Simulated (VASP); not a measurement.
Input of a VASP 6.6.1 run:

The input INCAR:

```
PREC     = Accurate       # precision mode
ENCUT    = 600            # plane-wave cutoff, eV
EDIFF    = 1E-6           # SCF threshold, eV
ISMEAR   = 0              # smearing method
SIGMA    = 0.02           # smearing width, eV
LREAL    = False          # projectors in reciprocal space
LASPH    = True           # aspherical terms in the spheres
NELM     = 120            # most SCF steps
ALGO     = Normal         # electronic algorithm
ISIF     = 2              # what is computed and relaxed
LWAVE    = False          # write WAVECAR
LCHARG   = False          # write CHGCAR
NBANDS   = 15             # bands
GGA_COMPAT= False
```

File KPOINTS:

```
Automatic mesh
0
Gamma
  8 8 8
```

POSCAR

```
KF
1.0
    3.1560372011      0.0000000000      0.0000000000
    0.0000000000      3.1560372011      0.0000000000
    0.0000000000      0.0000000000      3.1560372011
K F
1 1
Direct
    0.0000000000      0.0000000000      0.0000000000
    0.5000000000      0.5000000000      0.5000000000
```

Potentials or basis: VASP PAW LDA potentials, release 64 (K_sv, F).

Launch:

```console
$ cat potpaw_LDA.64/K_sv/POTCAR potpaw_LDA.64/F/POTCAR > POTCAR
$ mpirun -np 1 vasp_std > vasp.out
```

Task: What does it give for the pressure?

Result: -2.9 GPa.

Task: What does it give for the band gap on the k mesh?

Result: 6.62 eV (least direct gap 6.65 eV).

Caveat: the cell differs from its parent crystal (strained). A k mesh can miss the band edges.
